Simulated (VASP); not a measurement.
# Si7Ge (P-42m) in VASP: single point with r2SCAN

Aim: the single point of Si7Ge with r2SCAN.

Everything below comes from runs of VASP 6.6.1. Logs are shortened: lines on timing, memory, paths and dates and some standing lists are left out, and cuts for length are marked.

## Step 1: The cell of the first run

It takes space group P-42m (No. 111, tetragonal). The conventional cell has a = 5.468 Å, b = 5.468 Å, c = 5.468 Å, α = 90.00°, β = 90.00°, γ = 90.00°. Within 3.1 Å of Si (site symmetry m) lie 3 Si at 2.33 to 2.43 Å and 1 Ge at 2.39 Å. Within 3.1 Å of Si (site symmetry 222) lie 4 Si at 2.33 Å. Si (site symmetry -42m) has 4 Si at 2.43 Å within 3.2 Å. Within 3.2 Å of Ge (site symmetry -42m) lie 4 Si at 2.39 Å.

## Step 2: Single point, r2SCAN (atoms displaced along a vibrational mode)

File POSCAR:

```
Si7Ge
1.0
    5.4679684304      0.0000000000      0.0000000000
    0.0000000000      5.4679684304      0.0000000000
    0.0000000000      0.0000000000      5.4679684304
Si Ge
7 1
Direct
    0.2468311242      0.2468311242      0.2636300261
    0.0000000000      0.5000000000      0.5000000000
    0.5000000000      0.5000000000      0.0000000000
    0.5000000000      0.0000000000      0.5000000000
    0.7531688758      0.2468311242      0.7363699739
    0.7531688758      0.7531688758      0.2636300261
    0.2468311242      0.7531688758      0.7363699739
    0.0000000000      0.0000000000      0.0000000000
```

File INCAR.step1:

```
  ALGO = Normal
  EDIFF = 1E-4
  ENCUT = 520
  GGA = PE
  ISMEAR = 0
  LASPH = T
  LCHARG = F
  LREAL = F
  LWAVE = T
  NBANDS = 31
  NELM = 100
  PREC = Accurate
  SIGMA = 0.05
```

File INCAR.step2:

```
  ALGO = Normal
  EDIFF = 1E-6
  ENCUT = 520
  ISIF = 2
  ISMEAR = 0
  ISTART = 1
  LASPH = T
  LCHARG = T
  LELF = T
  LMIXTAU = T
  LREAL = F
  LVHAR = T
  LWAVE = F
  METAGGA = R2SCAN
  NBANDS = 31
  NELM = 100
  PREC = Accurate
  SIGMA = 0.05
```

File KPOINTS:

```
k-points
0
Gamma
  6 6 6
```

Potentials or basis: VASP PAW PBE potentials, release 64 (Si, Ge_d).

On the command line:

```console
cat potpaw_PBE.64/Si/POTCAR potpaw_PBE.64/Ge_d/POTCAR > POTCAR
cp INCAR.step1 INCAR
mpirun -np 1 vasp_std > vasp.out
cp INCAR.step2 INCAR
mpirun -np 1 vasp_std > vasp.out
```

OUTCAR:

```text
EDIFF = 1E-6
   ENCUT = 520
   ISIF = 2
   ISMEAR = 0
   ISTART = 1
   LASPH = T
   LREAL = F
   METAGGA = R2SCAN
   NELM = 100
   PREC = Accurate

 ion  position               nearest neighbor table
   1  0.247  0.247  0.264-   2 2.33   4 2.33   8 2.39   3 2.43
   2  0.000  0.500  0.500-   1 2.33   5 2.33   6 2.33   7 2.33
   3  0.500  0.500  0.000-   1 2.43   5 2.43   6 2.43   7 2.43
   4  0.500  0.000  0.500-   1 2.33   5 2.33   6 2.33   7 2.33
   5  0.753  0.247  0.736-   2 2.33   4 2.33   8 2.39   3 2.43
   6  0.753  0.753  0.264-   2 2.33   4 2.33   8 2.39   3 2.43
   7  0.247  0.753  0.736-   2 2.33   4 2.33   8 2.39   3 2.43
   8  0.000  0.000  0.000-   1 2.39   5 2.39   6 2.39   7 2.39

  LATTYP: Found a simple cubic cell.
 ALAT       =     5.4679684304

  Lattice vectors:

 A1 = (   5.4679684304,   0.0000000000,   0.0000000000)
 A2 = (   0.0000000000,   5.4679684304,   0.0000000000)
 A3 = (   0.0000000000,   0.0000000000,   5.4679684304)

Analysis of symmetry for initial positions (statically):
=====================================================================
 Subroutine PRICEL returns:
 Original cell was already a primitive cell.

 Routine SETGRP: Setting up the symmetry group for a
 simple cubic supercell.

 Subroutine GETGRP returns: Found  8 space group operations
 (whereof  8 operations were pure point group operations)
 out of a pool of 48 trial point group operations.

The static configuration has the point symmetry D_2d.

Analysis of symmetry for dynamics (positions and initial velocities):
=====================================================================
 Subroutine PRICEL returns:
 Original cell was already a primitive cell.

 Routine SETGRP: Setting up the symmetry group for a
 simple cubic supercell.

 Subroutine GETGRP returns: Found  8 space group operations
 (whereof  8 operations were pure point group operations)
 out of a pool of 48 trial point group operations.

The dynamic configuration has the point symmetry D_2d.

 Subroutine INISYM returns: Found  8 space group operations
 (whereof  8 operations are pure point group operations),
 and found     1 'primitive' translations

----------------------------------------------------------------------------------------

                                     Primitive cell

  volume of cell :     163.4850

  direct lattice vectors                    reciprocal lattice vectors
     5.467968430  0.000000000  0.000000000     0.182883280  0.000000000  0.000000000
     0.000000000  5.467968430  0.000000000     0.000000000  0.182883280  0.000000000
     0.000000000  0.000000000  5.467968430     0.000000000  0.000000000  0.182883280

  length of vectors
     5.467968430  5.467968430  5.467968430     0.182883280  0.182883280  0.182883280

  position of ions in fractional coordinates (direct lattice)
     0.246831124  0.246831124  0.263630026
     0.000000000  0.500000000  0.500000000
     0.500000000  0.500000000  0.000000000
     0.500000000  0.000000000  0.500000000
     0.753168876  0.246831124  0.736369974
     0.753168876  0.753168876  0.263630026
     0.246831124  0.753168876  0.736369974
     0.000000000  0.000000000  0.000000000

  ion indices of the primitive-cell ions
   primitive index   ion index
                 1           1
                 2           2
                 3           3
                 4           4
                 5           5
                 6           6
                 7           7
                 8           8

----------------------------------------------------------------------------------------

 KPOINTS: k-points

Automatic generation of k-mesh.
 Grid dimensions read from file:
 generate k-points for:    6    6    6

 Generating k-lattice:

  Cartesian coordinates                     Fractional coordinates (reciprocal lattice)
     0.030480547  0.000000000  0.000000000     0.166666667  0.000000000  0.000000000
     0.000000000  0.030480547  0.000000000     0.000000000  0.166666667  0.000000000
     0.000000000  0.000000000  0.030480547     0.000000000  0.000000000  0.166666667

  Length of vectors
     0.030480547  0.030480547  0.030480547

  Shift w.r.t. Gamma in fractional coordinates (k-lattice)
     0.000000000  0.000000000  0.000000000

 Subroutine IBZKPT returns following result:
 ===========================================

 Found     40 irreducible k-points:

 Following reciprocal coordinates:
            Coordinates               Weight
  0.000000  0.000000  0.000000      1.000000
  0.166667  0.000000  0.000000      4.000000
  0.000000  0.000000  0.166667      2.000000
  0.333333  0.000000  0.000000      4.000000
  0.000000  0.000000  0.333333      2.000000
  0.500000  0.000000  0.000000      2.000000
[... 16 lines left out ...]
  0.166667  0.166667  0.166667      8.000000
  0.333333  0.166667  0.166667     16.000000
 [... further k-points ...]
   k-points           NKPTS =     40   k-points in BZ     NKDIM =     40   number of bands    NBANDS=     31
   number of dos      NEDOS =    301   number of ions     NIONS =      8
   total plane-waves  NPLWV =  74088
   dimension x,y,z NGX =    42 NGY =   42 NGZ =   42
   dimension x,y,z NGXF=    84 NGYF=   84 NGZF=   84
   ions per type =               7   1
   NGX,Y,Z   is equivalent  to a cutoff of  12.77, 12.77, 12.77 a.u.
   NGXF,Y,Z  is equivalent  to a cutoff of  25.54, 25.54, 25.54 a.u.
 SYSTEM =  unknown system
   PREC   = accura    normal or accurate (medium, high low for compatibility)
   ISTART =      1    job   : 0-new  1-cont  2-samecut
   ICHARG =      0    charge: 1-file 2-atom 10-const
   ISPIN  =      1    spin polarized calculation?
   LNONCOLLINEAR =      F non collinear calculations
   LSORBIT =      F    spin-orbit coupling
   LASPH  =      T    aspherical Exc in radial PAW
   ENCUT  =  520.0 eV  38.22 Ry    6.18 a.u.  10.17 10.17 10.17*2*pi/ulx,y,z
   NELM   =    100;   NELMIN=  2; NELMDL=  0     # of ELM steps
   EDIFF  = 0.1E-05   stopping-criterion for ELM
   LREAL  =      F    real-space projection
   EDIFFG = 0.1E-04   stopping-criterion for IOM
   NSW    =      0    number of steps for IOM
   IBRION =     -1    ionic relax: 0-MD 1-quasi-New 2-CG
   NFREE  =      0    steps in history (QN), initial steepest desc. (CG)
   ISIF   =      2    stress and relaxation
   ISYM   =      2    0-nonsym 1-usesym 2-fastsym
   POTIM  = 0.5000    time-step for ionic-motion
   TEBEG  =    0.0;   TEEND  =   0.0 temperature during run
   PSTRESS=    0.0 pullay stress
   NELECT =      42.0000    total number of electrons
   NUPDOWN=      -1.0000    fix difference up-down
   EMIN   =  10.00;   EMAX   =-10.00  energy-range for DOS
   EFERMI =   0.00;   METHOD = LEGACY
   ISMEAR =     0;   SIGMA  =   0.05  broadening in eV -4-tet -1-fermi 0-gaus
   EFERMI_NEDOS =   21; number of points for ismear=-14 and -15
   IALGO  =     38    algorithm
   IMIX   =      4    mixing-type and parameters
     AMIX     =   0.40;   BMIX     =  1.00
     AMIX_MAG =   1.60;   BMIX_MAG =  1.00
  volume/ion in A,a.u.               =      20.44       137.91
  Fermi-wavevector in a.u.,A,eV,Ry     =   1.040715  1.966667 14.736311  1.083088
  Thomas-Fermi vector in A             =   2.175304
   LORBIT       =      0    0 simple, 1 ext, 2 COOP (PROOUT), +10 PAW based schemes
   METAGGA = R2SCAN    functional components
   LHFCALC =     F    Hartree Fock is set to
   AEXX    =    0.0000 exact exchange contribution
   IVDW    =     0    specifies the selected vdW correction
   LEPSILON=     F    determine dielectric tensor
   LRPA    =     F    only Hartree local field effects (RPA)
 non-spin polarized calculation
 Gauss-broadening in eV      SIGMA  =   0.05
  energy-cutoff  :      520.00
  volume of cell :      163.49
 maximum number of plane-waves:      4436
 NGX is ok and might be reduce to    42
   NGX = 21   NGY = 21   NGZ = 21

 number of electron      42.0000023 magnetization

 Free energy of the ion-electron system (eV)
  ---------------------------------------------------
  ext. energy  EPLUGINS =         0.00000000
  ---------------------------------------------------
  free energy    TOTEN  =       -75.06780525 eV

  energy without entropy =      -75.06780525  energy(sigma->0) =      -75.06780525

 E-fermi :   5.7981     XC(G=0):  -9.9740

 val. band max:        5.6021187673   @ k =   0.0000   0.0000   0.0000
 cond. band min:       5.9905886445   @ k =   0.0000   0.0000   0.0000
 fundamental gap:      0.3884698771
 Fermi energy:         5.7981049222

 k-point     1 :       0.0000    0.0000    0.0000
  band No.  band energies     occupation
      1     -19.2487      2.00000
      2     -19.2487      2.00000
      3     -19.2474      2.00000
      4     -19.2200      2.00000
      5     -19.2162      2.00000
      6      -7.0720      2.00000
[... 23 lines left out ...]
     30       8.4033      0.00000
     31       9.0106      0.00000

 k-point     2 :       0.1667    0.0000    0.0000
  band No.  band energies     occupation
      1     -19.2488      2.00000
      2     -19.2488      2.00000
      3     -19.2474      2.00000
      4     -19.2200      2.00000
      5     -19.2162      2.00000
      6      -6.9479      2.00000
[... 23 lines left out ...]
     30       9.0325      0.00000
     31       9.6840      0.00000

 k-point     3 :       0.0000    0.0000    0.1667
  band No.  band energies     occupation
      1     -19.2488      2.00000
      2     -19.2488      2.00000
      3     -19.2474      2.00000
      4     -19.2200      2.00000
      5     -19.2161      2.00000
      6      -6.9468      2.00000
[... 703 lines left out ...]
     30       9.1337      0.00000
     31      11.2479      0.00000

 k-point    24 :       0.3333    0.1667    0.1667
  band No.  band energies     occupation
      1     -19.2488      2.00000
      2     -19.2488      2.00000
      3     -19.2474      2.00000
      4     -19.2199      2.00000
      5     -19.2161      2.00000
      6      -6.3450      2.00000
[... 23 lines left out ...]
     30      10.3038      0.00000
     31      11.0571      0.00000

 [... further k-points ...]

------------------------ aborting loop because EDIFF is reached ----------------------------------------

  FORCE on cell =-STRESS in cart. coord.  units (eV):
  Direction    XX          YY          ZZ          XY          YZ          ZX
  --------------------------------------------------------------------------------------
  -------------------------------------------------------------------------------------
  Total        0.2216303      0.2216303     -0.1569760      0.0000000      0.0000000      0.0000000
  in kB        2.1720096      2.1720096     -1.5383879      0.0000000      0.0000000      0.0000000
  external PRESSURE =       0.9352104 kB  Pullay stress =       0.0000000 kB

 VOLUME and BASIS-vectors are now :
 -----------------------------------------------------------------------------
  energy-cutoff  :      520.00
  volume of cell :      163.49
      direct lattice vectors                 reciprocal lattice vectors
     5.467968430  0.000000000  0.000000000     0.182883280  0.000000000  0.000000000
     0.000000000  5.467968430  0.000000000     0.000000000  0.182883280  0.000000000
     0.000000000  0.000000000  5.467968430     0.000000000  0.000000000  0.182883280

 POSITION                                       TOTAL-FORCE (eV/Angst)
 -----------------------------------------------------------------------------------
      1.34966      1.34966      1.44152         0.504633      0.504633     -1.045080
      0.00000      2.73398      2.73398        -0.000000     -0.000000     -0.000000
      2.73398      2.73398      0.00000         0.000000     -0.000000     -0.000000
      2.73398      0.00000      2.73398         0.000000     -0.000000     -0.000000
      4.11830      1.34966      4.02645        -0.504633      0.504633      1.045080
      4.11830      4.11830      1.44152        -0.504633     -0.504633     -1.045080
      1.34966      4.11830      4.02645         0.504633     -0.504633      1.045080
      0.00000      0.00000      0.00000         0.000000     -0.000000     -0.000000
 -----------------------------------------------------------------------------------
    total drift:                               -0.000000     -0.000000     -0.000000

  FREE ENERGIE OF THE ION-ELECTRON SYSTEM (eV)
  ---------------------------------------------------
  free  energy   TOTEN  =       -75.0678052501 eV

  energy  without entropy=      -75.0678052500  energy(sigma->0) =      -75.06780525
```

Run time: 39 min. Hardware: 1 thread of AMD EPYC, shared host; peak memory 0.35 GiB.

What came out:

```
Free energy            : -75.0678 eV
Pressure               : 0.1 GPa
Largest force          : 1.266 eV/Å
Band gap on the k mesh : 0.39 eV
```

Forces in eV/Å, atoms in the order of the input:
```
Si   0.505  0.505 -1.045
Si   0.000  0.000  0.000
Si   0.000  0.000  0.000
Si   0.000  0.000  0.000
Si  -0.505  0.505  1.045
Si  -0.505 -0.505 -1.045
Si   0.505 -0.505  1.045
Ge   0.000  0.000  0.000
```

Stress tensor (GPa, compression positive):
```
 0.22  0.00  0.00
 0.00  0.22  0.00
 0.00  0.00 -0.15
```

Caveat: the cell differs from its parent crystal (atoms displaced along a vibrational mode); the PAW data sets were made with another functional, which shifts forces and pressure a little. A k mesh can miss the band edges.
